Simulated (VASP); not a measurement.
The system is RbBr.

```
Rb Br
1.0
     0.00000    3.46083    3.46083
     3.46083    0.00000    3.46083
     3.46083    3.46083    0.00000
Rb Br
1 1
Direct
  0.00000 0.00000 0.00000
  0.50000 0.50000 0.50000
```

Base run:

```yaml
Program: VASP 6.6.1
Functional: PBE
Potentials_or_basis: VASP PAW PBE potentials, release 64 (Rb_sv, Br)
Cutoff: 520 eV
k_mesh: 4 × 4 × 4
Occupations: gaussian, width 0.01 eV
Spin: no spin polarisation
```

Its results: band gap on the k mesh 4.29 eV; pressure 0.6 GPa.

Q: After a change of settings the same cell gave: band gap on the k mesh 6.17 eV; pressure 0.3 GPa. Which change was it?
A. k mesh from 4 × 4 × 4 to 6 × 6 × 6; occupations from gaussian, width 0.01 eV to fermi-dirac, width 0.02 eV
B. functional from PBE to PBE0
C. functional from PBE to r2SCAN; k mesh from 4 × 4 × 4 to 6 × 6 × 6

A: B.

Caveats: the PAW data sets were made with another functional, which shifts forces and pressure a little (at least some runs).
